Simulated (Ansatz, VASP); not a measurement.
**NaI in VASP and in Ansatz**

The input INCAR:

```
PREC = Accurate ; ENCUT = 520
EDIFF = 1E-7 ; ISMEAR = -1
SIGMA = 0.02 ; LREAL = F
LASPH = T ; NELM = 100
ALGO = Normal ; ISIF = 2
LWAVE = F ; LCHARG = T
GGA = PE ; LELF = T
LVHAR = T ; NBANDS = 14
```

KPOINTS

```
regular mesh
0
Gamma
  8 8 8
```

POSCAR

```
NaI
1.0
    0.0000000000      3.3589093703      3.3589093703
    3.3589093703      0.0000000000      3.3589093703
    3.3589093703      3.3589093703      0.0000000000
Na I
1 1
Direct
    0.0000000000      0.0000000000      0.0000000000
    0.5000000000      0.5000000000      0.5000000000
```

Input for Ansatz:

```yaml
crystal:
  lattice:
    - [0.0, 3.3589093703, 3.3589093703]
    - [3.3589093703, 0.0, 3.3589093703]
    - [3.3589093703, 3.3589093703, 0.0]
  atoms:
    - { symbol: Na, position: [0.0, 0.0, 0.0] }
    - { symbol: I, position: [0.5, 0.5, 0.5] }
kpoints:
  mp_grid: { grid: [8, 8, 8] }
  band_path:
    path:
      - [0.0, 0.0, 0.0]
      - [0.5, 0.0, 0.5]
      - [0.625, 0.25, 0.625]
      - [0.375, 0.375, 0.75]
      - [0.5, 0.5, 0.5]
      - [0.5, 0.25, 0.75]
    npoints: 1
hamiltonian:
  xc: pbe
scf:
  occupations: { method: fermi_dirac, width: 0.02 }
  n_extra_bands: 4
output:
  forces: true
  stress: true
  eigenvalues: true
  write_density: true
  write_potential: true
  elf: true
  volumetric_format: npy
```

Change from the starting cell: hydrostatic strain +4.0%.

Alike in both runs: task single point; functional PBE; k mesh 8 × 8 × 8; occupations fermi-dirac, width 0.02 eV; no spin polarisation.

|  | VASP | Ansatz |
| --- | --- | --- |
| version | VASP 6.6.1 | Ansatz 0.2.0 |
| potentials or method | VASP PAW PBE potentials, release 64 (Na_pv, I) | plane waves, PAW |
| plane-wave cutoff (eV) | 520 | 420 |
| valence electrons in the cell | 14 | 26 |

```csv
,VASP,Ansatz,Ansatz less VASP
gap on the k mesh at the Fermi level (eV),3.37,3.37,+0.003
pressure (GPa),-1.1,-1.1,0.00
```

VASP's potentials hold 14 valence electrons a cell and Ansatz's 26, so a difference there can come from the potentials and not from the codes.

Neither program's run includes spin-orbit coupling.
